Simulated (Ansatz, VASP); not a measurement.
## YbB2: VASP beside Ansatz

```
CELL_PARAMETERS angstrom
3.25030 0.00000 0.00000
-1.62515 2.81484 0.00000
0.00000 0.00000 3.73150
ATOMIC_POSITIONS crystal
Yb 0.00000 0.00000 0.00000
B 0.66667 0.33333 0.50000
B 0.33333 0.66667 0.50000
```

Alike in both runs: task single point; functional PBE; k mesh 8 × 8 × 6; occupations fermi-dirac, width 0.05 eV; collinear spin; fixed moment 2 μB.

|  | VASP | Ansatz |
| --- | --- | --- |
| version | VASP 6.6.1 | Ansatz 0.2.0 |
| potentials or method | VASP PAW PBE potentials, release 64 (Yb, B) | Ansatz PAW |
| plane-wave cutoff (eV) | 520 | 420 |
| valence electrons in the cell | 30 | 30 |

Ansatz gave:

| Item | Value |
| --- | --- |
| net moment per atom (μB) | 0.67 |
| size of the moment on the site where the two differ most (μB) | 0.96 |

Q: Estimate VASP's values.

A: net moment per atom (μB): 0.67; size of the moment on the site where the two differ most (μB): 1.05.

Site moments also hang on the region over which each program counts them. The functional is the same, so the differences come from potentials, cutoffs and numerics.

Neither program's run includes spin-orbit coupling.
